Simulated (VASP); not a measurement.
# MgS (P1) in VASP: single point with LDA

Aim: the single point of MgS with LDA.

Program: VASP 6.6.1. These are calculated values, not measurements. Logs are shortened: lines on timing, memory, paths and dates and some standing lists are left out, and cuts for length are marked.

## 1. The cell of the first run

The typed cell holds 2 atoms: a = 3.941 Å, b = 4.064 Å, c = 3.971 Å, α = 59.10°, β = 59.69°, γ = 59.95°.

## 2. Single point, LDA

File INCAR:

```
PREC = Accurate
ENCUT = 520
EDIFF = 1E-6
ISMEAR = 0
SIGMA = 0.01
LREAL = False
LASPH = True
NELM = 80
ALGO = Normal
ISIF = 2
LWAVE = False
LCHARG = True
GGA = CA
LELF = True
LVHAR = True
NBANDS = 11
```

File KPOINTS:

```
Automatic mesh
0
Gamma
  3 3 3
```

File POSCAR:

```
MgS
1.0
    0.0345200000      2.7756700000      2.7968600000
    2.8976600000     -0.0186200000      2.8500000000
    2.8422900000      2.7734400000      0.0367600000
Mg S
1 1
Direct
    0.0008000000      0.0055100000      0.9968700000
    0.7523600000      0.7537600000      0.7483900000
```

Potentials or basis: VASP PAW LDA potentials, release 64 (Mg, S).

Run with:

```sh
$ cat potpaw_LDA.64/Mg/POTCAR potpaw_LDA.64/S/POTCAR > POTCAR
$ mpirun -np 1 vasp_std > vasp.out
```

OUTCAR:

```text
PREC = Accurate
   ENCUT = 520
   EDIFF = 1E-6
   ISMEAR = 0
   LREAL = False
   LASPH = True
   NELM = 80
   ISIF = 2
   GGA = CA

 ion  position               nearest neighbor table
   1  0.001  0.006  0.997-   2 2.41   2 2.42   2 2.45   2 2.47
   2  0.752  0.754  0.748-   1 2.41   1 2.42   1 2.45   1 2.47

  LATTYP: Found a triclinic cell.
 ALAT       =     6.8034879594
 B/A-ratio  =     0.5791960634
 C/A-ratio  =     0.5826365376
 COS(alpha) =     0.0077023743
 COS(beta)  =     0.2863848469
 COS(gamma) =     0.8637547668

  Lattice vectors:

 A1 = (   2.7732500000,  -2.7779000000,  -5.5569600000)
 A2 = (  -0.0345200000,  -2.7756700000,  -2.7968600000)
 A3 = (  -0.0553700000,   2.7920600000,  -2.8132400000)

Analysis of symmetry for initial positions (statically):
=====================================================================
 Subroutine PRICEL returns:
 Original cell was already a primitive cell.

 Routine SETGRP: Setting up the symmetry group for a
 triclinic supercell.

 Subroutine GETGRP returns: Found  1 space group operations
 (whereof  1 operations were pure point group operations)
 out of a pool of  2 trial point group operations.

The static configuration has the point symmetry C_1 .

Analysis of symmetry for dynamics (positions and initial velocities):
=====================================================================
 Subroutine PRICEL returns:
 Original cell was already a primitive cell.

 Routine SETGRP: Setting up the symmetry group for a
 triclinic supercell.

 Subroutine GETGRP returns: Found  1 space group operations
 (whereof  1 operations were pure point group operations)
 out of a pool of  2 trial point group operations.

The dynamic configuration has the point symmetry C_1 .

 Subroutine INISYM returns: Found  1 space group operations
 (whereof  1 operations are pure point group operations),
 and found     1 'primitive' translations

----------------------------------------------------------------------------------------

                                     Primitive cell

  volume of cell :      44.5408

  direct lattice vectors                    reciprocal lattice vectors
     0.034520000  2.775670000  2.796860000    -0.177477487  0.179476106  0.181617986
     2.897660000 -0.018620000  2.850000000     0.171862439 -0.178448053  0.174974871
     2.842290000  2.773440000  0.036760000     0.178774019  0.179744597 -0.180589291

  length of vectors
     3.940553443  4.064391736  3.971389326     0.310958235  0.303309431  0.311256746
[... 71 lines left out ...]
   LREAL  =      F    real-space projection
[... 7 lines left out ...]
   TEBEG  =    0.0;   TEEND  =   0.0 temperature during run
   PSTRESS=    0.0 pullay stress
   NELECT =       8.0000    total number of electrons
   NUPDOWN=      -1.0000    fix difference up-down
   EMIN   =  10.00;   EMAX   =-10.00  energy-range for DOS
   EFERMI =   0.00;   METHOD = LEGACY
   ISMEAR =     0;   SIGMA  =   0.01  broadening in eV -4-tet -1-fermi 0-gaus
   EFERMI_NEDOS =   21; number of points for ismear=-14 and -15
   IALGO  =     38    algorithm
   IMIX   =      4    mixing-type and parameters
     AMIX     =   0.40;   BMIX     =  1.00
     AMIX_MAG =   1.60;   BMIX_MAG =  1.00
  volume/ion in A,a.u.               =      22.27       150.29
  Fermi-wavevector in a.u.,A,eV,Ry     =   0.923674  1.745491 11.608139  0.853174
  Thomas-Fermi vector in A             =   2.049337
   LORBIT       =      0    0 simple, 1 ext, 2 COOP (PROOUT), +10 PAW based schemes
   GGA     = CA    functional components
   LHFCALC =     F    Hartree Fock is set to
   AEXX    =    0.0000 exact exchange contribution
   IVDW    =     0    specifies the selected vdW correction
   LEPSILON=     F    determine dielectric tensor
   LRPA    =     F    only Hartree local field effects (RPA)
 non-spin polarized calculation
 Gauss-broadening in eV      SIGMA  =   0.01
  energy-cutoff  :      520.00
  volume of cell :       44.54
 maximum number of plane-waves:      1221
 NGX is ok and might be reduce to    30
   NGX = 15   NGY = 15   NGZ = 15

 number of electron       7.9999999 magnetization

 Free energy of the ion-electron system (eV)
  ---------------------------------------------------
  ext. energy  EPLUGINS =         0.00000000
  ---------------------------------------------------
  free energy    TOTEN  =        -9.27744534 eV

  energy without entropy =       -9.27744534  energy(sigma->0) =       -9.27744534

 E-fermi :   1.2169     XC(G=0):  -8.8176

 val. band max:        1.1282140791   @ k =   0.0000   0.0000   0.0000
 cond. band min:       4.3122305278   @ k =   0.0000   0.0000   0.0000
 fundamental gap:      3.1840164488
 Fermi energy:         1.2168608870

 k-point     1 :       0.0000    0.0000    0.0000
  band No.  band energies     occupation
      1     -10.2246      2.00000
      2       0.9965      2.00000
      3       1.1026      2.00000
      4       1.1282      2.00000
      5       4.3122      0.00000
      6       8.6172      0.00000
      7       8.8804      0.00000
      8       9.0614      0.00000
      9      11.6357      0.00000
     10      12.0039      0.00000
     11      14.4371      0.00000
[... 169 lines left out ...]
 k-point    14 :      -0.3333   -0.3333    0.3333
  band No.  band energies     occupation
      1      -9.2956      2.00000
      2      -1.4522      2.00000
      3      -1.0260      2.00000
      4       0.3400      2.00000
      5       6.0963      0.00000
      6       8.3074      0.00000
      7       9.8722      0.00000
      8      10.4260      0.00000
      9      11.8974      0.00000
     10      12.3779      0.00000
     11      17.1244      0.00000

------------------------ aborting loop because EDIFF is reached ----------------------------------------

  FORCE on cell =-STRESS in cart. coord.  units (eV):
  Direction    XX          YY          ZZ          XY          YZ          ZX
  --------------------------------------------------------------------------------------
  -------------------------------------------------------------------------------------
  Total       -0.3202174     -0.1618429     -0.2014900      0.1028818      0.0781760     -0.4226710
  in kB      -11.5185411     -5.8216505     -7.2477981      3.7007619      2.8120702    -15.2039004
  external PRESSURE =      -8.1959966 kB  Pullay stress =       0.0000000 kB

 VOLUME and BASIS-vectors are now :
 -----------------------------------------------------------------------------
  energy-cutoff  :      520.00
  volume of cell :       44.54
      direct lattice vectors                 reciprocal lattice vectors
     0.034520000  2.775670000  2.796860000    -0.177477487  0.179476106  0.181617986
     2.897660000 -0.018620000  2.850000000     0.171862439 -0.178448053  0.174974871
     2.842290000  2.773440000  0.036760000     0.178774019  0.179744597 -0.180589291

 POSITION                                       TOTAL-FORCE (eV/Angst)
 -----------------------------------------------------------------------------------
      2.84939      2.76688      0.05459         0.024371     -0.139715      0.036142
      4.33725      4.14988      4.27997        -0.024371      0.139715     -0.036142
 -----------------------------------------------------------------------------------
    total drift:                               -0.000057     -0.000287     -0.000040

  FREE ENERGIE OF THE ION-ELECTRON SYSTEM (eV)
  ---------------------------------------------------
  free  energy   TOTEN  =        -9.2774453393 eV

  energy  without entropy=       -9.2774453393  energy(sigma->0) =       -9.27744534
```

OSZICAR:

```text
N       E                     dE             d eps       ncg     rms          rms(c)
DAV:   1     0.230717553171E+02    0.23072E+02   -0.35618E+03   308   0.589E+02
DAV:   2    -0.802059853586E+01   -0.31092E+02   -0.30281E+02   372   0.993E+01
DAV:   3    -0.986762217712E+01   -0.18470E+01   -0.18439E+01   368   0.265E+01
DAV:   4    -0.988356442116E+01   -0.15942E-01   -0.15941E-01   368   0.290E+00
DAV:   5    -0.988377641402E+01   -0.21199E-03   -0.21199E-03   378   0.340E-01    0.409E+00
DAV:   6    -0.934248177179E+01    0.54129E+00   -0.13166E+00   350   0.422E+00    0.305E+00
DAV:   7    -0.928241318697E+01    0.60069E-01   -0.26100E-01   380   0.198E+00    0.231E+00
DAV:   8    -0.927805249540E+01    0.43607E-02   -0.12478E-02   350   0.657E-01    0.104E+00
DAV:   9    -0.927741090462E+01    0.64159E-03   -0.15614E-03   368   0.196E-01    0.347E-01
DAV:  10    -0.927744319962E+01   -0.32295E-04   -0.51593E-05   362   0.396E-02    0.104E-01
DAV:  11    -0.927744531889E+01   -0.21193E-05   -0.17608E-05   368   0.192E-02    0.344E-02
DAV:  12    -0.927744533931E+01   -0.20417E-07   -0.62710E-07   244   0.440E-03
   1 F= -.92774453E+01 E0= -.92774453E+01  d E =-.155628E-37
```

Run time: 6 s. Hardware: 1 thread of Intel Xeon Platinum 8259CL at 2.50GHz (Skylake/Cascade Lake), shared host; peak memory 0.14 GiB.

Results:

- Free energy: -9.2774 eV
- Pressure: -0.8 GPa
- Largest force: 0.146 eV/Å
- Band gap on the k mesh: 3.18 eV, direct

Forces on the atoms (eV/Å):
```
Mg   0.024 -0.140  0.036
S   -0.024  0.140 -0.036
```

Stress tensor (GPa, compression positive):
```
-1.15  0.37 -1.52
 0.37 -0.58  0.28
-1.52  0.28 -0.72
```

Caveat: the k points lie up to 0.65 Å⁻¹ apart.
